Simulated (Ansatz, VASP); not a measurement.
**GaAs in VASP and in Ansatz**

The input INCAR:

```
SYSTEM = GaAs
PREC = Accurate
ENCUT = 520
EDIFF = 1E-6
ISMEAR = -1
SIGMA = 0.02
LREAL = .FALSE.
LASPH = .TRUE.
NELM = 60
ALGO = Normal
ISIF = 2
LWAVE = .FALSE.
LCHARG = .FALSE.
GGA = PS
NBANDS = 16
```

KPOINTS

```
regular mesh
0
G
  5 5 5
  0 0 0
```

File POSCAR:

```
GaAs
1.0
    0.0000000000      2.6645247171      2.6645247171
    2.6645247171      0.0000000000      2.6645247171
    2.6645247171      2.6645247171      0.0000000000
Ga As
1 1
Direct
    0.0000000000      0.0000000000      0.0000000000
    0.5000000000      0.5000000000      0.5000000000
```

Input for Ansatz:

```yaml
crystal:
  lattice:
    - [0.0, 2.6645247171, 2.6645247171]
    - [2.6645247171, 0.0, 2.6645247171]
    - [2.6645247171, 2.6645247171, 0.0]
  atoms:
    - { symbol: Ga, position: [0.0, 0.0, 0.0] }
    - { symbol: As, position: [0.5, 0.5, 0.5] }
kpoints:
  mp_grid: { grid: [5, 5, 5] }
hamiltonian:
  xc: pbesol
scf:
  occupations: { method: fermi_dirac, width: 0.02 }
  n_extra_bands: 4
output:
  forces: true
  stress: true
  eigenvalues: true
```

Alike in both runs: task single point; functional PBEsol; k mesh 5 × 5 × 5; occupations fermi-dirac, width 0.02 eV; no spin polarisation.

|  | VASP | Ansatz |
| --- | --- | --- |
| version | VASP 6.6.1 | Ansatz 0.2.0 |
| potentials or method | VASP PAW PBE potentials, release 64 (Ga_d, As) | plane waves |
| plane-wave cutoff (eV) | 520 | 420 |
| valence electrons in the cell | 18 | 28 |

```tsv
	VASP	Ansatz	Ansatz less VASP
pressure (GPa)	-0.4	-0.7	-0.25
```

VASP's potentials were made for PBE, not for PBEsol. With one functional, cell and mesh, what is left measures potentials, basis and numerics. VASP's potentials hold 18 valence electrons a cell and Ansatz's 28, so a difference there can come from the potentials and not from the codes.

The k mesh is coarse, so the values compare programs but aren't converged.
